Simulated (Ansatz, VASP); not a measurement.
# Ge3N: VASP beside Ansatz

```xyz
4
Lattice="3.7381 0.0000 0.0000 0.0000 3.7381 0.0000 0.0000 0.0000 5.4064" Properties=species:S:1:pos:R:3 pbc="T T T"
Ge    0.0000    1.8690    0.1804
Ge    1.8690    0.0000    5.2260
Ge    1.8690    1.8690    2.7032
N     0.0000    0.0000    0.0000
```

Alike in both runs: task relaxation of cell and atoms; functional PBE; k mesh 6 × 6 × 4; occupations gaussian, width 0.1 eV; no spin polarisation.

|  | VASP | Ansatz |
| --- | --- | --- |
| version | VASP 6.6.1 | Ansatz 0.2.0 |
| potentials or method | VASP PAW PBE potentials, release 64 (Ge_d, N), cutoff 600 eV | scalar-relativistic, plane waves, PAW |
| valence electrons in the cell | 47 | 47 |

```csv
,VASP,Ansatz,Ansatz less VASP
"gap on the k mesh at the Fermi level, each at its own relaxed structure (eV)",none,none,-
relaxed volume (Å³/atom),17.95,17.97,+0.023
relaxed cell length with the largest relative difference (Å),4.911,4.931,+0.0200
```

A gap of «none» marks a metal or a gap that the smearing closes.
